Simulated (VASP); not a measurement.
# CoSi3 in VASP: further runs, part 2 of 2

VASP 6.6.1.

**3. Single point, PBE, collinear spin, ferromagnetic start**

This run uses another cell than the first one, of 33.16 Å³/atom.

Input file INCAR:

```
ALGO = Normal
EDIFF = 1E-6
ENCUT = 600
GGA = PE
GGA_COMPAT = False
ISIF = 2
ISMEAR = 0
ISPIN = 2
LASPH = True
LCHARG = True
LELF = True
LMAXMIX = 4
LORBIT = 11
LREAL = False
LVHAR = True
LWAVE = False
MAGMOM = 3 3 0 0 0 0 0 0
NBANDS = 35
NELM = 200
PREC = Accurate
SIGMA = 0.2
```

Input file KPOINTS:

```
k-points
0
Gamma
  4 4 4
```

Input file POSCAR:

```
CoSi3
1.0
    0.0000000000      5.0997630653      5.0997630653
    5.0997630653      0.0000000000      5.0997630653
    5.0997630653      5.0997630653      0.0000000000
Co Si
2 6
Direct
    0.5000000000      0.5000000000      0.5000000000
    0.2500000000      0.2500000000      0.2500000000
    0.0000000000      0.0000000000      0.0000000000
    0.7500000000      0.7500000000      0.7500000000
    0.8751656629      0.8751656629      0.8751656629
    0.8751656629      0.8751656629      0.3745030113
    0.8751656629      0.3745030113      0.8751656629
    0.3745030113      0.8751656629      0.8751656629
```

Potentials or basis: VASP PAW PBE potentials, release 64 (Co, Si).

Started as:

```sh
$ cat potpaw_PBE.64/Co/POTCAR potpaw_PBE.64/Si/POTCAR > POTCAR
$ mpirun -np 1 vasp_std > vasp.out
```

OUTCAR:

```text
EDIFF = 1E-6
   ENCUT = 600
   GGA = PE
   ISIF = 2
   ISMEAR = 0
   ISPIN = 2
   LASPH = True
   LORBIT = 11
   LREAL = False
   NELM = 200
   PREC = Accurate

 ion  position               nearest neighbor table
   1  0.500  0.500  0.500-
   2  0.250  0.250  0.250-
   3  0.000  0.000  0.000-   5 2.21   6 2.21   7 2.21   8 2.21
   4  0.750  0.750  0.750-   6 2.21   7 2.21   8 2.21   5 2.21
   5  0.875  0.875  0.875-   3 2.21   4 2.21
   6  0.875  0.875  0.375-   3 2.21   4 2.21
   7  0.875  0.375  0.875-   3 2.21   4 2.21
   8  0.375  0.875  0.875-   3 2.21   4 2.21

  LATTYP: Found a face centered cubic cell.
 ALAT       =    10.1995261306

  Lattice vectors:

 A1 = (   0.0000000000,   5.0997630653,   5.0997630653)
 A2 = (   5.0997630653,   0.0000000000,   5.0997630653)
 A3 = (   5.0997630653,   5.0997630653,   0.0000000000)

Analysis of symmetry for initial positions (statically):
=====================================================================
 Subroutine PRICEL returns:
 Original cell was already a primitive cell.

 Routine SETGRP: Setting up the symmetry group for a
 face centered cubic supercell.

 Subroutine GETGRP returns: Found 24 space group operations
 (whereof 24 operations were pure point group operations)
 out of a pool of 48 trial point group operations.

The static configuration has the point symmetry T_d .

Analysis of symmetry for dynamics (positions and initial velocities):
=====================================================================
 Subroutine PRICEL returns:
 Original cell was already a primitive cell.

 Routine SETGRP: Setting up the symmetry group for a
 face centered cubic supercell.

 Subroutine GETGRP returns: Found 24 space group operations
 (whereof 24 operations were pure point group operations)
 out of a pool of 48 trial point group operations.

The dynamic configuration has the point symmetry T_d .

Analysis of structural, dynamic, and magnetic symmetry:
=====================================================================
 Subroutine PRICEL returns:
 Original cell was already a primitive cell.

 Routine SETGRP: Setting up the symmetry group for a
 face centered cubic supercell.

 Subroutine GETGRP returns: Found 24 space group operations
 (whereof 24 operations were pure point group operations)
 out of a pool of 48 trial point group operations.

The overall configuration has the point symmetry T_d .

 Subroutine INISYM returns: Found 24 space group operations
 (whereof 24 operations are pure point group operations),
 and found     1 'primitive' translations

----------------------------------------------------------------------------------------

                                     Primitive cell

  volume of cell :     265.2650

  direct lattice vectors                    reciprocal lattice vectors
     0.000000000  5.099763065  5.099763065    -0.098043771  0.098043771  0.098043771
     5.099763065  0.000000000  5.099763065     0.098043771 -0.098043771  0.098043771
     5.099763065  5.099763065  0.000000000     0.098043771  0.098043771 -0.098043771

[... 86 lines left out ...]
   POTIM  = 0.5000    time-step for ionic-motion
   TEBEG  =    0.0;   TEEND  =   0.0 temperature during run
   PSTRESS=    0.0 pullay stress
   NELECT =      42.0000    total number of electrons
   NUPDOWN=      -1.0000    fix difference up-down
   EMIN   =  10.00;   EMAX   =-10.00  energy-range for DOS
   EFERMI =   0.00;   METHOD = LEGACY
   ISMEAR =     0;   SIGMA  =   0.20  broadening in eV -4-tet -1-fermi 0-gaus
   EFERMI_NEDOS =   21; number of points for ismear=-14 and -15
   IALGO  =     38    algorithm
   IMIX   =      4    mixing-type and parameters
     AMIX     =   0.40;   BMIX     =  1.00
     AMIX_MAG =   1.60;   BMIX_MAG =  1.00
  volume/ion in A,a.u.               =      33.16       223.76
  Fermi-wavevector in a.u.,A,eV,Ry     =   0.885655  1.673645 10.672204  0.784385
  Thomas-Fermi vector in A             =   2.006717
   LORBIT       =     11    0 simple, 1 ext, 2 COOP (PROOUT), +10 PAW based schemes
   GGA     = PE    functional components
   LHFCALC =     F    Hartree Fock is set to
   AEXX    =    0.0000 exact exchange contribution
   IVDW    =     0    specifies the selected vdW correction
   LEPSILON=     F    determine dielectric tensor
   LRPA    =     F    only Hartree local field effects (RPA)
 spin polarized calculation
 Gauss-broadening in eV      SIGMA  =   0.20
  energy-cutoff  :      600.00
  volume of cell :      265.27
 maximum number of plane-waves:      8904
 NGX is ok and might be reduce to    60
   NGX = 29   NGY = 29   NGZ = 29

 number of electron      42.0000002 magnetization       4.7520807

 Free energy of the ion-electron system (eV)
  ---------------------------------------------------
  ext. energy  EPLUGINS =         0.00000000
  ---------------------------------------------------
  free energy    TOTEN  =       -28.64079585 eV

  energy without entropy =      -28.14516928  energy(sigma->0) =      -28.39298256

 E-fermi :   1.6738     XC(G=0):  -7.5958

 val. band max:        1.6705773116   @ k =  -0.2500   0.2500   0.0000
 cond. band min:       1.6754713882   @ k =   0.2500   0.2500   0.0000
 fundamental gap:      0.0048940766
 Fermi energy:         1.6738366819

 spin component 1

 k-point     1 :       0.0000    0.0000    0.0000
  band No.  band energies     occupation
      1      -9.6506      1.00000
      2      -7.6993      1.00000
      3      -5.8757      1.00000
      4      -5.8757      1.00000
      5      -5.8757      1.00000
      6      -2.4790      1.00000
[... 277 lines left out ...]
     32       5.1994      0.00000
     33       6.1908      0.00000
 Fermi energy:         1.6738366819

 spin component 2

 k-point     1 :       0.0000    0.0000    0.0000
  band No.  band energies     occupation
      1      -9.6375      1.00000
      2      -7.6869      1.00000
      3      -5.8628      1.00000
      4      -5.8628      1.00000
      5      -5.8628      1.00000
      6      -2.4644      1.00000
[... 277 lines left out ...]
     32       5.3189      0.00000
     33       6.3751      0.00000
 [bands above 33 left out]

------------------------ aborting loop because EDIFF is reached ----------------------------------------

  FORCE on cell =-STRESS in cart. coord.  units (eV):
  Direction    XX          YY          ZZ          XY          YZ          ZX
  --------------------------------------------------------------------------------------
  -------------------------------------------------------------------------------------
  Total       -0.3046202     -0.3046202     -0.3046202     -0.0000000     -0.0000000      0.0000000
  in kB       -1.8398792     -1.8398792     -1.8398792     -0.0000000     -0.0000000      0.0000000
  external PRESSURE =      -1.8398792 kB  Pullay stress =       0.0000000 kB

 VOLUME and BASIS-vectors are now :
 -----------------------------------------------------------------------------
  energy-cutoff  :      600.00
  volume of cell :      265.27
      direct lattice vectors                 reciprocal lattice vectors
     0.000000000  5.099763065  5.099763065    -0.098043771  0.098043771  0.098043771
     5.099763065  0.000000000  5.099763065     0.098043771 -0.098043771  0.098043771
     5.099763065  5.099763065  0.000000000     0.098043771  0.098043771 -0.098043771

 POSITION                                       TOTAL-FORCE (eV/Angst)
 -----------------------------------------------------------------------------------
      5.09976      5.09976      5.09976        -0.000000     -0.000000      0.000000
      2.54988      2.54988      2.54988        -0.000000     -0.000000      0.000000
      0.00000      0.00000      0.00000        -0.000000     -0.000000      0.000000
      7.64964      7.64964      7.64964         0.000000      0.000000      0.000000
      8.92628      8.92628      8.92628        -0.040570     -0.040570     -0.040570
      6.37301      6.37301      8.92628         0.040570      0.040570     -0.040570
      6.37301      8.92628      6.37301         0.040570     -0.040570      0.040570
      8.92628      6.37301      6.37301        -0.040570      0.040570      0.040570
 -----------------------------------------------------------------------------------
    total drift:                               -0.000000     -0.000000     -0.000000

  FREE ENERGIE OF THE ION-ELECTRON SYSTEM (eV)
  ---------------------------------------------------
  free  energy   TOTEN  =       -28.6407958454 eV

  energy  without entropy=      -28.1451692767  energy(sigma->0) =      -28.39298256

 total charge

# of ion       s       p       d       tot
------------------------------------------
    1        0.276   0.029   7.225   7.531
    2        0.276   0.029   7.226   7.531
    3        0.783   0.936   0.000   1.719
    4        0.783   0.931   0.000   1.713
    5        0.846   0.799   0.000   1.644
    6        0.846   0.799   0.000   1.644
    7        0.846   0.799   0.000   1.644
    8        0.846   0.799   0.000   1.644
--------------------------------------------------
tot          5.499   5.121  14.451  25.071

 magnetization (x)

# of ion       s       p       d       tot
------------------------------------------
    1        0.060   0.003   2.166   2.229
    2        0.060   0.003   2.166   2.229
    3        0.004   0.003   0.000   0.006
    4        0.004   0.003   0.000   0.007
    5        0.003   0.004   0.000   0.007
    6        0.003   0.004   0.000   0.007
    7        0.003   0.004   0.000   0.007
    8        0.003   0.004   0.000   0.007
--------------------------------------------------
tot          0.139   0.028   4.332   4.500
```

It took 12 min on 1 thread of Oxide Virtual Turin-like, shared host; peak memory 0.68 GiB.

What came out:

| Quantity | Value |
| --- | --- |
| Free energy | -28.6408 eV |
| Pressure | -0.2 GPa |
| Largest force | 0.070 eV/Å |
| Net moment | 4.75 μB per cell |
| Site moments | Co +2.23; Si +0.01 μB |
| Valence electrons inside the program's atomic spheres | Co 7.53; Si 1.72, 1.71, 1.64 (each value once) |

Forces on the atoms (eV/Å):
```
Co   0.000  0.000  0.000
Co   0.000  0.000  0.000
Si   0.000  0.000  0.000
Si   0.000  0.000  0.000
Si  -0.041 -0.041 -0.041
Si   0.041  0.041 -0.041
Si   0.041 -0.041  0.041
Si  -0.041  0.041  0.041
```
